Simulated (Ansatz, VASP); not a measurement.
One calculation of Al2Cu, two programs

```xyz
3
Lattice="2.8036 0.0000 0.0000 0.0000 2.8052 0.0000 -1.0755 0.0000 5.8149" Properties=species:S:1:pos:R:3 pbc="T T T"
Al    1.4488    1.4026    1.6863
Al    0.2793    1.4026    4.1285
Cu    0.0000    0.0000    0.0000
```

Change from the starting cell: the structure that the rattled cell fell into.

Alike in both runs: task single point; functional PBE; k mesh 6 × 6 × 4; occupations gaussian, width 0.1 eV; no spin polarisation.

|  | VASP | Ansatz |
| --- | --- | --- |
| version | VASP 6.6.1 | Ansatz 0.2.0 |
| potentials or method | VASP PAW PBE potentials, release 64 (Al, Cu), cutoff 520 eV | scalar-relativistic, plane waves, PAW |
| valence electrons in the cell | 17 | 25 |

```csv
,VASP,Ansatz,Ansatz less VASP
gap on the k mesh at the Fermi level (eV),none,none,-
pressure (GPa),0.4,0.1,-0.30
"traceless stress, the component that is largest in VASP (GPa)",-3.87,-3.84,+0.026
rms of the force components (eV/Å),0.073,0.061,-0.0122
```

Atom by atom the forces differ by 0.012 eV/Å (rms over components). A gap of «none» marks a metal or a gap that the smearing closes. With one functional, cell and mesh, what is left measures potentials, basis and numerics. VASP's potentials hold 17 valence electrons a cell and Ansatz's 25, so a difference there can come from the potentials and not from the codes.

The k mesh is coarse, so the values compare programs but aren't converged.
